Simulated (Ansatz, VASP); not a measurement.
**One calculation of AlN, two programs**

INCAR

```
SYSTEM = AlN
ALGO = Normal
EDIFF = 1E-7
ENCUT = 520
GGA = PE
ISIF = 2
ISMEAR = -1
LASPH = .True.
LCHARG = .True.
LELF = .True.
LREAL = .False.
LVHAR = .True.
LWAVE = .False.
NBANDS = 11
NELM = 60
PREC = Accurate
SIGMA = 0.02
```

KPOINTS

```
k-points
0
Gamma
  10 10 10
  0 0 0
```

File POSCAR:

```
AlN
1.0
    0.0000000000      2.2067251766      2.1614008355
    2.2067251766      0.0000000000      2.1614008355
    2.2067251766      2.2067251766      0.0000000000
Al N
1 1
Direct
    0.0000000000      0.0000000000      0.0000000000
    0.2500000000      0.2500000000      0.2500000000
```

Input for Ansatz:

```yaml
crystal:
  lattice:
    - [0.0, 2.2067251766, 2.1614008355]
    - [2.2067251766, 0.0, 2.1614008355]
    - [2.2067251766, 2.2067251766, 0.0]
  atoms:
    - { symbol: Al, position: [0.0, 0.0, 0.0] }
    - { symbol: "N", position: [0.25, 0.25, 0.25] }
kpoints:
  mp_grid: { grid: [10, 10, 10] }
  band_path:
    path:
      - [0.0, 0.0, 0.0]
      - [-0.5, -0.5, 0.0]
      - [-0.375, -0.375, 0.25]
      - [-0.375, 0.0, 0.375]
      - [0.0, 0.0, 0.5]
      - [-0.5, -0.25, 0.25]
    npoints: 1
hamiltonian:
  xc: pbe
scf:
  occupations: { method: fermi_dirac, width: 0.02 }
  n_extra_bands: 4
output:
  forces: true
  stress: true
  eigenvalues: true
  write_density: true
  write_potential: true
  elf: true
  volumetric_format: npy
```

Change from the starting cell: epitaxial_xy strain +1.0%.

Alike in both runs: task single point; functional PBE; k mesh 10 × 10 × 10; occupations fermi-dirac, width 0.02 eV; no spin polarisation.

```csv
,VASP,Ansatz
version,VASP 6.6.1,Ansatz 0.2.0
potentials or method,"VASP PAW PBE potentials, release 64 (Al, N)","plane waves, PAW"
plane-wave cutoff (eV),520,420
valence electrons in the cell,8,8
```

Ansatz gave:

```
gap on the k mesh at the Fermi level (eV)                     : 3.21
pressure (GPa)                                                : 2.7
traceless stress, the component that is largest in VASP (GPa) : 1.70
```

Task: Which values does VASP return?

Result: gap on the k mesh at the Fermi level (eV): 3.20; pressure (GPa): 2.4; traceless stress, the component that is largest in VASP (GPa): 1.71.
